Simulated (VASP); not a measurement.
# Pt16W in VASP: single point with LDA

Aim: the single point of Pt16W with LDA.

Program: VASP 6.6.1. These are calculated values, not measurements. Logs are shortened: lines on timing, memory, paths and dates and some standing lists are left out, and cuts for length are marked.

### 1 The cell of the first run

The cell holds a slab with vacuum, 17 atoms: a = 5.544 Å, b = 5.544 Å, c = 16.880 Å, α = 90.00°, β = 90.00°, γ = 90.00°.

### 2 Single point, LDA

Input file INCAR:

```
ALGO = Normal ; EDIFF = 1E-6
ENCUT = 520 ; ISIF = 2
ISMEAR = -1 ; LASPH = True
LCHARG = False ; LREAL = Auto
LWAVE = False ; NBANDS = 101
NELM = 80 ; PREC = Accurate
SIGMA = 0.05
```

Input file KPOINTS:

```
k-points
0
Gamma
  2 2 1
```

Input file POSCAR:

```
Pt16W
1.0
    5.5437170000      0.0000000000      0.0000000000
    0.0000000000      5.5437170000      0.0000000000
    0.0000000000      0.0000000000     16.8800000000
Pt W
16 1
Direct
    0.2500000000      0.2500000000      0.0592417000
    0.7500000000      0.2500000000      0.0592417000
    0.2500000000      0.7500000000      0.0592417000
    0.7500000000      0.7500000000      0.0592417000
   -0.0002382374     -0.0014307603      0.1737025051
    0.5014108029     -0.0012530836      0.1737015698
   -0.0002769638      0.5004358554      0.1736894205
    0.5015560579      0.5003672907      0.1737044008
    0.2512739615      0.2489873370      0.2892819973
    0.7512370394      0.2488511097      0.2915573693
    0.2515112154      0.7490114229      0.2915613654
    0.7513247420      0.7490009187      0.2945898564
   -0.0034644901     -0.0063378120      0.4145739817
    0.5067470277     -0.0063752659      0.4146763847
   -0.0034957357      0.5038834670      0.4145420968
    0.5067155477      0.5038522523      0.4145948317
    0.2515540352      0.2488040685      0.4952154769
```

Potentials or basis: VASP PAW LDA potentials, release 64 (Pt, W_sv).

Launch:

```bash
> cat potpaw_LDA.64/Pt/POTCAR potpaw_LDA.64/W_sv/POTCAR > POTCAR
> mpirun -np 1 vasp_std > vasp.out
```

OUTCAR:

```text
EDIFF = 1E-6
   ENCUT = 520
   ISIF = 2
   ISMEAR = -1
   LASPH = True
   LREAL = Auto
   NELM = 80
   PREC = Accurate

 ion  position               nearest neighbor table
   1  0.250  0.250  0.059-   7 2.75   5 2.76   8 2.76   6 2.76   2 2.77   3 2.77   3 2.77   2 2.77

   2  0.750  0.250  0.059-   8 2.75   6 2.75   7 2.75   5 2.76   1 2.77   4 2.77   4 2.77   1 2.77

   3  0.250  0.750  0.059-   5 2.75   7 2.75   6 2.75   8 2.76   1 2.77   4 2.77   1 2.77   4 2.77

   4  0.750  0.750  0.059-   6 2.74   8 2.75   5 2.75   7 2.75   2 2.77   3 2.77   2 2.77   3 2.77

   5  1.000  0.999  0.174-   4 2.75   3 2.75   2 2.76   1 2.76   7 2.76   6 2.76   9 2.77   6 2.78
                             7 2.78  10 2.79  11 2.80  12 2.82
   6  0.501  0.999  0.174-   4 2.74   2 2.75   3 2.75   1 2.76   5 2.76   8 2.76   9 2.77   8 2.78
                             5 2.78  11 2.79  10 2.79  12 2.83
   7  1.000  0.500  0.174-   4 2.75   3 2.75   2 2.75   1 2.75   5 2.76   8 2.76   9 2.77   8 2.78
                             5 2.78  10 2.79  11 2.79  12 2.82
   8  0.502  0.500  0.174-   4 2.75   2 2.75   3 2.76   1 2.76   7 2.76   6 2.76   9 2.77   6 2.78
                             7 2.78  11 2.79  10 2.80  12 2.83
   9  0.251  0.249  0.289-   6 2.77   8 2.77   5 2.77  10 2.77  11 2.77  11 2.77  10 2.77   7 2.77
                            15 2.91  13 2.91  16 2.91  14 2.91  17 3.48
  10  0.751  0.249  0.292-  12 2.77   9 2.77   9 2.77  12 2.77   5 2.79   6 2.79   7 2.79   8 2.80
                            16 2.85  15 2.86  14 2.86  13 2.86
  11  0.252  0.749  0.292-  12 2.77   9 2.77   9 2.77  12 2.77   8 2.79   6 2.79   7 2.79   5 2.80
                            13 2.85  15 2.86  14 2.86  16 2.86
  12  0.751  0.749  0.295-  11 2.77  10 2.77  10 2.77  11 2.77  14 2.79  16 2.79  13 2.79  15 2.79
                             7 2.82   5 2.82   8 2.83   6 2.83
  13  0.997  0.994  0.415-  17 2.42  15 2.72  14 2.72  12 2.79  14 2.83  15 2.83  11 2.85  10 2.86
                             9 2.91
  14  0.507  0.994  0.415-  17 2.42  16 2.72  13 2.72  12 2.79  13 2.83  16 2.83  10 2.86  11 2.86
                             9 2.91
  15  0.997  0.504  0.415-  17 2.42  13 2.72  16 2.72  12 2.79  16 2.83  13 2.83  11 2.86  10 2.86
                             9 2.91
  16  0.507  0.504  0.415-  17 2.42  14 2.72  15 2.72  12 2.79  15 2.83  14 2.83  10 2.85  11 2.86
                             9 2.91
  17  0.252  0.249  0.495-  14 2.42  16 2.42  13 2.42  15 2.42   9 3.48

  LATTYP: Found a simple tetragonal cell.
 ALAT       =     5.5437170000
 C/A-ratio  =     3.0448884746

  Lattice vectors:

 A1 = (   5.5437170000,   0.0000000000,   0.0000000000)
 A2 = (   0.0000000000,   5.5437170000,   0.0000000000)
 A3 = (   0.0000000000,   0.0000000000,  16.8800000000)

Analysis of symmetry for initial positions (statically):
=====================================================================
 Subroutine PRICEL returns:
 Original cell was already a primitive cell.

 Routine SETGRP: Setting up the symmetry group for a
 simple tetragonal supercell.

 Subroutine GETGRP returns: Found  1 space group operations
 (whereof  1 operations were pure point group operations)
 out of a pool of 16 trial point group operations.

The static configuration has the point symmetry C_1 .

Analysis of symmetry for dynamics (positions and initial velocities):
=====================================================================
 Subroutine PRICEL returns:
 Original cell was already a primitive cell.

 Routine SETGRP: Setting up the symmetry group for a
 simple tetragonal supercell.

 Subroutine GETGRP returns: Found  1 space group operations
 (whereof  1 operations were pure point group operations)
 out of a pool of 16 trial point group operations.

The dynamic configuration has the point symmetry C_1 .

 Subroutine INISYM returns: Found  1 space group operations
 (whereof  1 operations are pure point group operations),
 and found     1 'primitive' translations

----------------------------------------------------------------------------------------

                                     Primitive cell

  volume of cell :     518.7696

  direct lattice vectors                    reciprocal lattice vectors
     5.543717000  0.000000000  0.000000000     0.180384388  0.000000000  0.000000000
     0.000000000  5.543717000  0.000000000     0.000000000  0.180384388  0.000000000
     0.000000000  0.000000000 16.880000000     0.000000000  0.000000000  0.059241706

  length of vectors
     5.543717000  5.543717000 16.880000000     0.180384388  0.180384388  0.059241706

  position of ions in fractional coordinates (direct lattice)
     0.250000000  0.250000000  0.059241700
     0.750000000  0.250000000  0.059241700
     0.250000000  0.750000000  0.059241700
     0.750000000  0.750000000  0.059241700
     0.999761763  0.998569240  0.173702505
     0.501410803  0.998746916  0.173701570
[... 9 lines left out ...]
     0.506715548  0.503852252  0.414594832
     0.251554035  0.248804069  0.495215477

  ion indices of the primitive-cell ions
   primitive index   ion index
                 1           1
                 2           2
                 3           3
                 4           4
                 5           5
                 6           6
[... 9 lines left out ...]
                16          16
                17          17

----------------------------------------------------------------------------------------

 KPOINTS: k-points

Automatic generation of k-mesh.
 Grid dimensions read from file:
 generate k-points for:    2    2    1

 Generating k-lattice:

  Cartesian coordinates                     Fractional coordinates (reciprocal lattice)
     0.090192194  0.000000000  0.000000000     0.500000000  0.000000000  0.000000000
     0.000000000  0.090192194  0.000000000     0.000000000  0.500000000  0.000000000
     0.000000000  0.000000000  0.059241706     0.000000000  0.000000000  1.000000000

  Length of vectors
     0.090192194  0.090192194  0.059241706

  Shift w.r.t. Gamma in fractional coordinates (k-lattice)
     0.000000000  0.000000000  0.000000000

 Subroutine IBZKPT returns following result:
 ===========================================

 Found      4 irreducible k-points:

 Following reciprocal coordinates:
            Coordinates               Weight
  0.000000  0.000000  0.000000      1.000000
  0.500000  0.000000  0.000000      1.000000
  0.000000  0.500000  0.000000      1.000000
  0.500000  0.500000  0.000000      1.000000
   k-points           NKPTS =      4   k-points in BZ     NKDIM =      4   number of bands    NBANDS=    101
   number of dos      NEDOS =    301   number of ions     NIONS =     17
   total plane-waves  NPLWV = 222264
   dimension x,y,z NGX =    42 NGY =   42 NGZ =  126
   dimension x,y,z NGXF=    84 NGYF=   84 NGZF=  252
   ions per type =              16   1
   NGX,Y,Z   is equivalent  to a cutoff of  12.60, 12.60, 12.41 a.u.
   NGXF,Y,Z  is equivalent  to a cutoff of  25.19, 25.19, 24.82 a.u.
 SYSTEM =  unknown system
   PREC   = accura    normal or accurate (medium, high low for compatibility)
   ISTART =      0    job   : 0-new  1-cont  2-samecut
   ICHARG =      2    charge: 1-file 2-atom 10-const
   ISPIN  =      1    spin polarized calculation?
   LNONCOLLINEAR =      F non collinear calculations
   LSORBIT =      F    spin-orbit coupling
   LASPH  =      T    aspherical Exc in radial PAW
   ENCUT  =  520.0 eV  38.22 Ry    6.18 a.u.  10.31 10.31 31.39*2*pi/ulx,y,z
   NELM   =     80;   NELMIN=  2; NELMDL= -5     # of ELM steps
   EDIFF  = 0.1E-05   stopping-criterion for ELM
   LREAL  =      T    real-space projection
   EDIFFG = 0.1E-04   stopping-criterion for IOM
   NSW    =      0    number of steps for IOM
   IBRION =     -1    ionic relax: 0-MD 1-quasi-New 2-CG
   NFREE  =      0    steps in history (QN), initial steepest desc. (CG)
   ISIF   =      2    stress and relaxation
   ISYM   =      2    0-nonsym 1-usesym 2-fastsym
   POTIM  = 0.5000    time-step for ionic-motion
   TEBEG  =    0.0;   TEEND  =   0.0 temperature during run
   PSTRESS=    0.0 pullay stress
   NELECT =     174.0000    total number of electrons
   NUPDOWN=      -1.0000    fix difference up-down
   EMIN   =  10.00;   EMAX   =-10.00  energy-range for DOS
   EFERMI =   0.00;   METHOD = LEGACY
   ISMEAR =    -1;   SIGMA  =   0.05  broadening in eV -4-tet -1-fermi 0-gaus
   EFERMI_NEDOS =   21; number of points for ismear=-14 and -15
   IALGO  =     38    algorithm
   IMIX   =      4    mixing-type and parameters
     AMIX     =   0.40;   BMIX     =  1.00
     AMIX_MAG =   1.60;   BMIX_MAG =  1.00
  volume/ion in A,a.u.               =      30.52       205.93
  Fermi-wavevector in a.u.,A,eV,Ry     =   1.137452  2.149473 17.603176  1.293797
  Thomas-Fermi vector in A             =   2.274157
   LORBIT       =      0    0 simple, 1 ext, 2 COOP (PROOUT), +10 PAW based schemes
   GGA     = CA    functional components
   LHFCALC =     F    Hartree Fock is set to
   AEXX    =    0.0000 exact exchange contribution
   IVDW    =     0    specifies the selected vdW correction
   LEPSILON=     F    determine dielectric tensor
   LRPA    =     F    only Hartree local field effects (RPA)
 non-spin polarized calculation
  energy-cutoff  :      520.00
  volume of cell :      518.77
 maximum number of plane-waves:     14052
 NGX is ok and might be reduce to    42
   NGX = 21   NGY = 21   NGZ = 63

 number of electron     174.0000008 magnetization

 Free energy of the ion-electron system (eV)
  ---------------------------------------------------
  ext. energy  EPLUGINS =         0.00000000
  ---------------------------------------------------
  free energy    TOTEN  =      -125.41688923 eV

  energy without entropy =     -125.14574953  energy(sigma->0) =     -125.28131938

 E-fermi :   2.9706     XC(G=0):  -8.0758

 val. band max:        2.9585311519   @ k =   0.5000   0.5000   0.0000
 cond. band min:       2.9845786827   @ k =   0.0000   0.5000   0.0000
 fundamental gap:      0.0260475307
 Fermi energy:         2.9706205432

 k-point     1 :       0.0000    0.0000    0.0000
  band No.  band energies     occupation
      1     -71.7562      2.00000
      2     -36.3197      2.00000
      3     -36.1748      2.00000
      4     -36.1748      2.00000
      5      -6.6005      2.00000
      6      -5.1729      2.00000
[... 397 lines left out ...]
     98       4.1765      0.00000
     99       4.4341      0.00000
 [bands above 99 left out]

------------------------ aborting loop because EDIFF is reached ----------------------------------------

  FORCE on cell =-STRESS in cart. coord.  units (eV):
  Direction    XX          YY          ZZ          XY          YZ          ZX
  --------------------------------------------------------------------------------------
  -------------------------------------------------------------------------------------
  Total      -33.5336480    -33.5320920      1.0847869     -0.0002906      0.0619261     -0.0801355
  in kB     -103.5659130   -103.5611073      3.3502751     -0.0008975      0.1912536     -0.2474920
  external PRESSURE =     -67.9255817 kB  Pullay stress =       0.0000000 kB

 VOLUME and BASIS-vectors are now :
 -----------------------------------------------------------------------------
  energy-cutoff  :      520.00
  volume of cell :      518.77
      direct lattice vectors                 reciprocal lattice vectors
     5.543717000  0.000000000  0.000000000     0.180384388  0.000000000  0.000000000
     0.000000000  5.543717000  0.000000000     0.000000000  0.180384388  0.000000000
     0.000000000  0.000000000 16.880000000     0.000000000  0.000000000  0.059241706

 POSITION                                       TOTAL-FORCE (eV/Angst)
 -----------------------------------------------------------------------------------
      1.38593      1.38593      1.00000         0.004876     -0.003896     -0.095006
      4.15779      1.38593      1.00000         0.004198     -0.004734     -0.152987
      1.38593      4.15779      1.00000         0.006190     -0.003450     -0.153033
      4.15779      4.15779      1.00000         0.002541     -0.002064      0.223616
      5.54240      5.53579      2.93210         0.005473      0.016565     -0.005198
      2.77968      5.53677      2.93208        -0.007390      0.005738     -0.009441
[... 9 lines left out ...]
      2.80909      2.79321      6.99836         0.061193      0.059832     -0.043440
      1.39454      1.37930      8.35924        -0.003025      0.002588      0.324619
 -----------------------------------------------------------------------------------
    total drift:                               -0.000741      0.003538     -0.005778

  FREE ENERGIE OF THE ION-ELECTRON SYSTEM (eV)
  ---------------------------------------------------
  free  energy   TOTEN  =      -125.4168892325 eV

  energy  without entropy=     -125.1457495287  energy(sigma->0) =     -125.28131938
```

It took 10 min on 1 thread of Intel Xeon Platinum 8259CL at 2.50GHz (Skylake/Cascade Lake), shared host; peak memory 0.45 GiB.

What came out:

- Free energy: -125.4169 eV
- Largest force: 0.325 eV/Å
- Band gap on the k mesh: zero (bands 87 and 88 overlap by 0.45 eV)

Forces on the atoms (eV/Å):
```
Pt   0.005 -0.004 -0.095
Pt   0.004 -0.005 -0.153
Pt   0.006 -0.003 -0.153
Pt   0.003 -0.002  0.224
Pt   0.005  0.017 -0.005
Pt  -0.007  0.006 -0.009
Pt   0.011 -0.014 -0.003
Pt  -0.016 -0.004 -0.006
Pt  -0.002  0.003  0.017
Pt  -0.002  0.006  0.017
Pt  -0.007  0.003  0.016
Pt   0.003 -0.005  0.003
Pt  -0.062 -0.062 -0.043
Pt   0.059 -0.059 -0.048
Pt  -0.059  0.061 -0.043
Pt   0.061  0.060 -0.043
W   -0.003  0.003  0.325
```

Levels at points of the mesh, in eV from the Fermi level:
| k point | band 84 | band 85 | band 86 | band 87 | band 88 | band 89 | band 90 | band 91 |
| --- | --- | --- | --- | --- | --- | --- | --- | --- |
| (0.00, 0.00, 0.00) | 0.04 | 0.04 | 0.13 | 0.23 | 0.41 | 0.48 | 0.53 | 0.53 |
| (0.50, 0.00, 0.00) | -0.24 | -0.17 | -0.14 | -0.02 | 0.01 | 0.09 | 0.10 | 0.15 |
| (0.00, 0.50, 0.00) | -0.24 | -0.17 | -0.14 | -0.02 | 0.01 | 0.09 | 0.10 | 0.15 |
| (0.50, 0.50, 0.00) | -1.11 | -0.93 | -0.30 | -0.30 | -0.22 | -0.06 | -0.06 | -0.01 |

Caveat: the k points lie up to 0.57 Å⁻¹ apart; there is no dipole correction, which matters where the two faces differ; spin-orbit coupling is left out, which moves the levels of the heavy elements.

The gap in the log of VASP goes by the Fermi energy; the results here count the filled bands.